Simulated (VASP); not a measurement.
# Si in VASP: a series of runs

The runs below take Si through single point, with LDA.

Program: VASP 6.6.1. These are calculated values, not measurements. Logs are shortened: lines on timing, memory, paths and dates and some standing lists are left out, and cuts for length are marked.

**1. The cell of the first run**

The cell holds a slab with vacuum, 5 atoms: a = 3.820 Å, b = 3.820 Å, c = 21.065 Å, α = 90.00°, β = 90.00°, γ = 90.00°.

**2. Single point, LDA, collinear spin**

The input, INCAR:

```
SYSTEM = Si
ALGO = Normal
DIPOL = 0.5 0.5 0.328
EDIFF = 1E-7
ENCUT = 520
GGA = CA
IDIPOL = 3
ISIF = 2
ISMEAR = 0
ISPIN = 2
LASPH = .TRUE.
LCHARG = .FALSE.
LDIPOL = .TRUE.
LORBIT = 11
LREAL = .FALSE.
LWAVE = .FALSE.
MAGMOM = 0 0 0 0 2
NBANDS = 22
NELM = 150
PREC = Accurate
SIGMA = 0.05
```

The input, KPOINTS:

```
k-points
0
G
  7 7 1
  0 0 0
```

The input, POSCAR:

```
Si
1.0
    3.8195065206      0.0000000000      0.0000000000
    0.0000000000      3.8195065206      0.0000000000
    0.0000000000      0.0000000000     21.0645252450
Si
5
Direct
    0.0000000000      0.5000000000      0.1898927203
    0.0000000000      0.0000000000      0.2540004780
    0.5000000000      0.0000000000      0.3202822601
    0.5000000000      0.5000000000      0.3828486591
    0.8750000000      0.8750000000      0.4953600959
```

Potentials or basis: VASP PAW LDA potentials, release 64 (Si).

Run with:

```console
cat potpaw_LDA.64/Si/POTCAR > POTCAR
mpirun -np 1 vasp_std > vasp.out
```

OUTCAR:

```text
SYSTEM = Si
   EDIFF = 1E-7
   ENCUT = 520
   GGA = CA
   ISIF = 2
   ISMEAR = 0
   ISPIN = 2
   LASPH = .TRUE.
   LORBIT = 11
   LREAL = .FALSE.
   NELM = 150
   PREC = Accurate

 ion  position               nearest neighbor table
   1  0.000  0.500  0.190-   2 2.34   2 2.34
   2  0.000  0.000  0.254-   1 2.34   1 2.34   3 2.37   3 2.37
   3  0.500  0.000  0.320-   4 2.32   4 2.32   2 2.37   2 2.37
   4  0.500  0.500  0.383-   3 2.32   3 2.32   5 3.12
   5  0.875  0.875  0.495-   4 3.12

  LATTYP: Found a simple tetragonal cell.
 ALAT       =     3.8195065206
 C/A-ratio  =     5.5149860673

  Lattice vectors:

 A1 = (   3.8195065206,   0.0000000000,   0.0000000000)
 A2 = (   0.0000000000,   3.8195065206,   0.0000000000)
 A3 = (   0.0000000000,   0.0000000000,  21.0645252450)

Analysis of symmetry for initial positions (statically):
=====================================================================
 Subroutine PRICEL returns:
 Original cell was already a primitive cell.

 Routine SETGRP: Setting up the symmetry group for a
 simple tetragonal supercell.

 Subroutine GETGRP returns: Found  1 space group operations
 (whereof  1 operations were pure point group operations)
 out of a pool of 16 trial point group operations.

The static configuration has the point symmetry C_1 .

Analysis of symmetry for dynamics (positions and initial velocities):
=====================================================================
 Subroutine PRICEL returns:
 Original cell was already a primitive cell.

 Routine SETGRP: Setting up the symmetry group for a
 simple tetragonal supercell.

 Subroutine GETGRP returns: Found  1 space group operations
 (whereof  1 operations were pure point group operations)
 out of a pool of 16 trial point group operations.

The dynamic configuration has the point symmetry C_1 .

Analysis of structural, dynamic, and magnetic symmetry:
=====================================================================
 Subroutine PRICEL returns:
 Original cell was already a primitive cell.

 Routine SETGRP: Setting up the symmetry group for a
 simple tetragonal supercell.

 Subroutine GETGRP returns: Found  1 space group operations
 (whereof  1 operations were pure point group operations)
 out of a pool of 16 trial point group operations.

The overall configuration has the point symmetry C_1 .

 Subroutine INISYM returns: Found  1 space group operations
 (whereof  1 operations are pure point group operations),
 and found     1 'primitive' translations

----------------------------------------------------------------------------------------

                                     Primitive cell

  volume of cell :     307.3026

  direct lattice vectors                    reciprocal lattice vectors
     3.819506521  0.000000000  0.000000000     0.261813927  0.000000000  0.000000000
     0.000000000  3.819506521  0.000000000     0.000000000  0.261813927  0.000000000
     0.000000000  0.000000000 21.064525245     0.000000000  0.000000000  0.047473180

  length of vectors
     3.819506521  3.819506521 21.064525245     0.261813927  0.261813927  0.047473180

  position of ions in fractional coordinates (direct lattice)
     0.000000000  0.500000000  0.189892720
     0.000000000  0.000000000  0.254000478
     0.500000000  0.000000000  0.320282260
     0.500000000  0.500000000  0.382848659
     0.875000000  0.875000000  0.495360096

  ion indices of the primitive-cell ions
   primitive index   ion index
                 1           1
                 2           2
                 3           3
                 4           4
                 5           5

----------------------------------------------------------------------------------------

 KPOINTS: k-points

Automatic generation of k-mesh.
 Grid dimensions read from file:
 generate k-points for:    7    7    1

 Generating k-lattice:
[... 22 lines left out ...]
  0.285714  0.000000  0.000000      2.000000
  0.000000  0.285714  0.000000      2.000000
  0.428571  0.000000  0.000000      2.000000
[... 16 lines left out ...]
  0.285714  0.428571  0.000000      2.000000
  0.428571  0.428571  0.000000      2.000000
   k-points           NKPTS =     25   k-points in BZ     NKDIM =     25   number of bands    NBANDS=     22
   number of dos      NEDOS =    301   number of ions     NIONS =      5
   total plane-waves  NPLWV = 125440
   dimension x,y,z NGX =    28 NGY =   28 NGZ =  160
   dimension x,y,z NGXF=    56 NGYF=   56 NGZF=  320
   ions per type =               5
   NGX,Y,Z   is equivalent  to a cutoff of  12.19, 12.19, 12.63 a.u.
   NGXF,Y,Z  is equivalent  to a cutoff of  24.37, 24.37, 25.26 a.u.
 SYSTEM =  Si
   PREC   = accura    normal or accurate (medium, high low for compatibility)
   ISTART =      0    job   : 0-new  1-cont  2-samecut
   ICHARG =      2    charge: 1-file 2-atom 10-const
   ISPIN  =      2    spin polarized calculation?
   LNONCOLLINEAR =      F non collinear calculations
   LSORBIT =      F    spin-orbit coupling
   LASPH  =      T    aspherical Exc in radial PAW
   ENCUT  =  520.0 eV  38.22 Ry    6.18 a.u.   7.10  7.10 39.17*2*pi/ulx,y,z
   NELM   =    150;   NELMIN=  2; NELMDL= -5     # of ELM steps
   EDIFF  = 0.1E-06   stopping-criterion for ELM
   LREAL  =      F    real-space projection
   EDIFFG = 0.1E-05   stopping-criterion for IOM
   NSW    =      0    number of steps for IOM
   IBRION =     -1    ionic relax: 0-MD 1-quasi-New 2-CG
   NFREE  =      0    steps in history (QN), initial steepest desc. (CG)
   ISIF   =      2    stress and relaxation
   ISYM   =      2    0-nonsym 1-usesym 2-fastsym
   POTIM  = 0.5000    time-step for ionic-motion
   TEBEG  =    0.0;   TEEND  =   0.0 temperature during run
   PSTRESS=    0.0 pullay stress
   NELECT =      20.0000    total number of electrons
   NUPDOWN=      -1.0000    fix difference up-down
   EMIN   =  10.00;   EMAX   =-10.00  energy-range for DOS
   EFERMI =   0.00;   METHOD = LEGACY
   ISMEAR =     0;   SIGMA  =   0.05  broadening in eV -4-tet -1-fermi 0-gaus
   EFERMI_NEDOS =   21; number of points for ismear=-14 and -15
   IALGO  =     38    algorithm
   IMIX   =      4    mixing-type and parameters
     AMIX     =   0.40;   BMIX     =  1.00
     AMIX_MAG =   1.60;   BMIX_MAG =  1.00
  volume/ion in A,a.u.               =      61.46       414.76
  Fermi-wavevector in a.u.,A,eV,Ry     =   0.658511  1.244405  5.899979  0.433636
  Thomas-Fermi vector in A             =   1.730355
   LORBIT       =     11    0 simple, 1 ext, 2 COOP (PROOUT), +10 PAW based schemes
   GGA     = CA    functional components
   LHFCALC =     F    Hartree Fock is set to
   AEXX    =    0.0000 exact exchange contribution
   IVDW    =     0    specifies the selected vdW correction
   LEPSILON=     F    determine dielectric tensor
   LRPA    =     F    only Hartree local field effects (RPA)
 spin polarized calculation
 Gauss-broadening in eV      SIGMA  =   0.05
  energy-cutoff  :      520.00
  volume of cell :      307.30
 maximum number of plane-waves:      8299
   NGX = 15   NGY = 15   NGZ = 79

 dipolmoment           0.000000      0.000000      0.017942 electrons x Angstroem

 number of electron      20.0000000 magnetization       0.3961469

 dipolmoment           0.000000      0.000000     -0.080375 electrons x Angstroem

 Free energy of the ion-electron system (eV)
  ---------------------------------------------------
  ext. energy  EPLUGINS =         0.00000000
  ---------------------------------------------------
  free energy    TOTEN  =       -23.44389489 eV

  energy without entropy =      -23.43766939  energy(sigma->0) =      -23.44078214

 E-fermi :  -1.4558     XC(G=0):  -4.3349

 val. band max:       -1.4569580107   @ k =   0.4286   0.0000   0.0000
 cond. band min:      -1.4389269471   @ k =  -0.2857   0.4286   0.0000
 fundamental gap:      0.0180310636
 Fermi energy:        -1.4558481674

 spin component 1

 k-point     1 :       0.0000    0.0000    0.0000
  band No.  band energies     occupation
      1     -12.5608      1.00000
      2     -10.5063      1.00000
      3      -8.8585      1.00000
      4      -6.8220      1.00000
      5      -3.6193      1.00000
      6      -3.4474      1.00000
[... 589 lines left out ...]
     21       5.0420      0.00000
     22       5.8303      0.00000

 [... further k-points ...]

 spin component 2

 k-point     1 :       0.0000    0.0000    0.0000
  band No.  band energies     occupation
      1     -12.5406      1.00000
      2     -10.4700      1.00000
      3      -8.7023      1.00000
      4      -6.7739      1.00000
      5      -3.5936      1.00000
      6      -3.3775      1.00000
[... 589 lines left out ...]
     21       5.1071      0.00000
     22       5.9140      0.00000

 [... further k-points ...]

------------------------ aborting loop because EDIFF is reached ----------------------------------------

 vacuum level on the upper side and lower side of the slab       (xc-potential included)        -0.497         0.477

  FORCE on cell =-STRESS in cart. coord.  units (eV):
  Direction    XX          YY          ZZ          XY          YZ          ZX
  --------------------------------------------------------------------------------------
  -------------------------------------------------------------------------------------
  Total       -7.0313598     -4.4183718     -4.1834276     -0.2011256     -1.6385000     -0.8231223
  in kB      -36.6592621    -23.0359778    -21.8110539     -1.0486047     -8.5426153     -4.2914964
  external PRESSURE =     -27.1687646 kB  Pullay stress =       0.0000000 kB

 VOLUME and BASIS-vectors are now :
 -----------------------------------------------------------------------------
  energy-cutoff  :      520.00
  volume of cell :      307.30
      direct lattice vectors                 reciprocal lattice vectors
     3.819506521  0.000000000  0.000000000     0.261813927  0.000000000  0.000000000
     0.000000000  3.819506521  0.000000000     0.000000000  0.261813927  0.000000000
     0.000000000  0.000000000 21.064525245     0.000000000  0.000000000  0.047473180

 POSITION                                       TOTAL-FORCE (eV/Angst)
 -----------------------------------------------------------------------------------
      0.00000      1.90975      4.00000         0.084129      0.009096      0.116436
      0.00000      0.00000      5.35040        -0.061786      0.097728      0.119438
      1.90975      0.00000      6.74659        -0.022101     -0.122190     -0.150066
      1.90975      1.90975      8.06453         0.285859      0.647138      1.423032
      3.34207      3.34207     10.43453        -0.286101     -0.631772     -1.508840
 -----------------------------------------------------------------------------------
    total drift:                                0.000005     -0.000001     -0.000010

  FREE ENERGIE OF THE ION-ELECTRON SYSTEM (eV)
  ---------------------------------------------------
  free  energy   TOTEN  =       -23.4438948876 eV

  energy  without entropy=      -23.4376693943  energy(sigma->0) =      -23.44078214

 vacuum level on the upper side and lower side of the slab         3.056         4.060

 total charge

# of ion       s       p       d       tot
------------------------------------------
    1        0.868   0.729   0.000   1.597
    2        0.779   0.914   0.000   1.693
    3        0.781   0.908   0.000   1.689
    4        0.830   0.754   0.000   1.584
    5        0.955   0.496   0.000   1.451
--------------------------------------------------
tot          4.212   3.801   0.000   8.013

 magnetization (x)

# of ion       s       p       d       tot
------------------------------------------
    1        0.002   0.012   0.000   0.013
    2        0.001   0.006   0.000   0.008
    3        0.002   0.007   0.000   0.009
    4        0.000   0.007   0.000   0.007
    5        0.003   0.083   0.000   0.085
--------------------------------------------------
tot          0.008   0.114   0.000   0.122
```

Run time: 4 min. Hardware: 1 thread of Intel Xeon 6975P-C (Granite Rapids), shared host; peak memory 0.44 GiB.

Results:

```yaml
Free_energy: -23.4439 eV
Largest_force: 1.661 eV/Å
Net_moment: 0.40 μB per cell
Site_moments: Si +0.01, +0.09 μB
Valence_electrons_inside_the_program's_atomic_spheres: Si 1.60, 1.69, 1.58, 1.45
```

Forces in eV/Å, atoms in the order of the input:
```
Si   0.084  0.009  0.116
Si  -0.062  0.098  0.119
Si  -0.022 -0.122 -0.150
Si   0.286  0.647  1.423
Si  -0.286 -0.632 -1.509
```

**3. Single point, LDA, collinear spin**

The input, INCAR:

```
SYSTEM = Si
PREC     = Accurate       ! precision mode
ENCUT    = 520            ! plane-wave cutoff, eV
EDIFF    = 1E-6           ! SCF threshold, eV
ISMEAR   = 0              ! smearing method
SIGMA    = 0.05           ! smearing width, eV
LREAL    = .FALSE.        ! projectors in reciprocal space
LASPH    = .TRUE.         ! aspherical terms in the spheres
NELM     = 150            ! most SCF steps
ALGO     = Normal         ! electronic algorithm
ISIF     = 2              ! what is computed and relaxed
LWAVE    = .FALSE.        ! write WAVECAR
LCHARG   = .FALSE.        ! write CHGCAR
ISPIN    = 2              ! spin polarisation
MAGMOM   = 0 0 0 0 2      ! initial moments
LORBIT   = 11             ! projections on sites
LDIPOL   = .TRUE.       
IDIPOL   = 3            
DIPOL    = 0.5 0.5 0.309
GGA      = CA             ! functional
NBANDS   = 22             ! bands
```

The input, KPOINTS:

```
Automatic mesh
0
G
  7 7 1
  0 0 0
```

Changes to POSCAR since step 2:

```diff
@@ -12,2 +12,2 @@
     0.5000000000      0.5000000000      0.3828486591
-    0.8750000000      0.8750000000      0.4953600959
+    0.8750000000      0.8750000000      0.4004137357
```

Potentials or basis: VASP PAW LDA potentials, release 64 (Si).

Run with:

```console
cat potpaw_LDA.64/Si/POTCAR > POTCAR
mpirun -np 1 vasp_std > vasp.out
```

Run time: 8.1 min. Hardware: 1 thread of Intel Xeon Platinum 8375C at 2.90GHz (Ice Lake), shared host; peak memory 0.42 GiB.

It converged, with:

* Free energy: -24.8797 eV
* Largest force: 4.648 eV/Å
* Band gap on the k mesh: zero (filled and empty bands overlap)
* Net moment: 0.00 μB per cell
* Valence electrons inside the program's atomic spheres: Si 1.60, 1.69, 1.71, 1.74, 1.70

Forces in eV/Å, atoms in the order of the input:
```
Si  -0.136  0.081  0.185
Si   0.146  0.010 -0.183
Si  -0.920  0.901 -1.977
Si  -3.130 -2.644  0.378
Si   4.040  1.652  1.596
```

Levels at points of the mesh, in eV from the Fermi level:
Spin up:
```
           k point  band 8  band 9  band 10  band 11  band 12  band 13
(0.00, 0.00, 0.00)   -1.27   -0.80    -0.32    -0.12     1.55     2.18
```
Spin down:
```csv
k point,band 7,band 8,band 9,band 10,band 11,band 12,band 13,band 14
"(0.00, 0.00, 0.00)",-2.08,-1.27,-0.80,-0.32,-0.12,1.55,2.18,2.32
```

**4. Single point, LDA, collinear spin**

The input, INCAR:

```
SYSTEM = Si
PREC = Accurate
ENCUT = 520
EDIFF = 1E-6
ISMEAR = 0
SIGMA = 0.05
LREAL = .False.
LASPH = .True.
NELM = 150
ALGO = Normal
ISIF = 2
LWAVE = .False.
LCHARG = .False.
ISPIN = 2
MAGMOM = 0 0 0 0 2
LORBIT = 11
LDIPOL = .True.
IDIPOL = 3
DIPOL = 0.5 0.5 0.322
GGA = CA
NBANDS = 22
```

The input, KPOINTS:

```
regular mesh
0
Gamma
  7 7 1
  0 0 0
```

Changes to POSCAR since step 3:

```diff
@@ -12,2 +12,2 @@
     0.5000000000      0.5000000000      0.3828486591
-    0.8750000000      0.8750000000      0.4004137357
+    0.8750000000      0.8750000000      0.4635530652
```

Run with:

```console
cat potpaw_LDA.64/Si/POTCAR > POTCAR
mpirun -np 1 vasp_std > vasp.out
```

Wall time 8.8 min (1 thread of Intel Xeon Platinum 8375C at 2.90GHz (Ice Lake), shared host); peak memory 0.42 GiB.

It converged, with:

| Quantity | Value |
| --- | --- |
| Free energy | -24.5278 eV |
| Largest force | 1.880 eV/Å |
| Band gap on the k mesh | zero (filled and empty bands overlap) |
| Net moment | 0.00 μB per cell |
| Valence electrons inside the program's atomic spheres | Si 1.60, 1.69, 1.68, 1.61, 1.48 |

Forces on the atoms (eV/Å):
```
Si   0.099  0.016  0.142
Si  -0.173  0.049  0.061
Si   0.120 -0.057 -0.434
Si   0.204  0.596  1.771
Si  -0.251 -0.604 -1.540
```

Levels at points of the mesh, in eV from the Fermi level:
Spin up:
```csv
k point,band 6,band 7,band 8,band 9,band 10,band 11,band 12,band 13,band 14,band 15
"(0.00, 0.00, 0.00)",-1.99,-1.70,-0.89,-0.19,0.44,0.58,1.28,1.87,2.14,2.23
```
Spin down:
| k point | band 6 | band 7 | band 8 | band 9 | band 10 | band 11 | band 12 | band 13 | band 14 | band 15 |
| --- | --- | --- | --- | --- | --- | --- | --- | --- | --- | --- |
| (0.00, 0.00, 0.00) | -1.99 | -1.70 | -0.89 | -0.19 | 0.44 | 0.58 | 1.28 | 1.87 | 2.14 | 2.23 |

**5. Single point, LDA, collinear spin**

The input, INCAR:

```
PREC     = Accurate       # precision mode
ENCUT    = 520            # plane-wave cutoff, eV
EDIFF    = 1E-6           # SCF threshold, eV
ISMEAR   = 0              # smearing method
SIGMA    = 0.05           # smearing width, eV
LREAL    = False          # projectors in reciprocal space
LASPH    = True           # aspherical terms in the spheres
NELM     = 150            # most SCF steps
ALGO     = Normal         # electronic algorithm
ISIF     = 2              # what is computed and relaxed
LWAVE    = False          # write WAVECAR
LCHARG   = False          # write CHGCAR
ISPIN    = 2              # spin polarisation
MAGMOM   = 0 0 0 0 2      # initial moments
LORBIT   = 11             # projections on sites
LDIPOL   = True         
IDIPOL   = 3            
DIPOL    = 0.5 0.5 0.337
GGA      = CA             # functional
NBANDS   = 22             # bands
```

The input, KPOINTS:

```
regular mesh
0
Gamma
  7 7 1
```

Changes to POSCAR since step 4:

```diff
@@ -12,2 +12,2 @@
     0.5000000000      0.5000000000      0.3828486591
-    0.8750000000      0.8750000000      0.4635530652
+    0.6250000000      0.6250000000      0.5380859579
```

Run with:

```console
cat potpaw_LDA.64/Si/POTCAR > POTCAR
mpirun -np 1 vasp_std > vasp.out
```

It took 9.9 min on 1 thread of Intel Xeon Platinum 8259CL at 2.50GHz (Skylake/Cascade Lake), shared host; peak memory 0.43 GiB.

Results (log left out):

```
Free energy                                           : -22.8828 eV
Largest force                                         : 1.337 eV/Å
Net moment                                            : 0.27 μB per cell
Site moments                                          : Si +0.01, +0.00, +0.07 μB
Valence electrons inside the program's atomic spheres : Si 1.60, 1.69, 1.59, 1.45
```

Forces on the atoms (eV/Å):
```
Si   0.008 -0.002  0.101
Si  -0.001  0.037  0.053
Si  -0.033 -0.050  0.075
Si   0.178  0.243  1.081
Si  -0.152 -0.228 -1.309
```

Levels at points of the mesh, in eV from the Fermi level:
Spin up:
| k point | band 7 | band 8 | band 9 | band 10 | band 11 | band 12 | band 13 | band 14 |
| --- | --- | --- | --- | --- | --- | --- | --- | --- |
| (0.00, 0.00, 0.00) | -1.75 | -0.57 | -0.33 | 1.04 | 1.30 | 1.72 | 1.92 | 2.22 |
Spin down:
```
           k point  band 6  band 7  band 8  band 9  band 10  band 11  band 12  band 13  band 14  band 15
(0.00, 0.00, 0.00)   -1.92   -1.74   -0.56   -0.29     1.08     1.31     1.74     1.94     2.38     2.42
```
